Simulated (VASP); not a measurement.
Here is a VASP 6.6.1 calculation.

The input INCAR:

```
SYSTEM = Cd
PREC = Accurate
ENCUT = 520
EDIFF = 1E-7
ISMEAR = 1
SIGMA = 0.1
LREAL = .False.
LASPH = .True.
NELM = 100
ALGO = Normal
ISIF = 2
LWAVE = .False.
LCHARG = .False.
GGA = PS
NBANDS = 19
```

File KPOINTS:

```
Automatic mesh
0
Gamma
  12 12 12
  0 0 0
```

The input POSCAR:

```
Cd
1.0
    0.0000000000      3.2256490262      3.2256490262
    3.2256490262      0.0000000000      3.2256490262
    3.2256490262      3.2256490262      0.0000000000
Cd
2
Direct
    0.0000000000      0.0000000000      0.0000000000
    0.2500000000      0.2500000000      0.2500000000
```

Potentials or basis: VASP PAW PBE potentials, release 64 (Cd).

Command:

```sh
$ cat potpaw_PBE.64/Cd/POTCAR > POTCAR
$ mpirun -np 1 vasp_std > vasp.out
```

Q: Predict the band gap on the k mesh.

A: Zero (bands 12 and 13 overlap by 5.26 eV).

Q: What does it give for the pressure?

A: 0.2 GPa.

Caveat: the PAW data sets were made with another functional, which shifts forces and pressure a little.
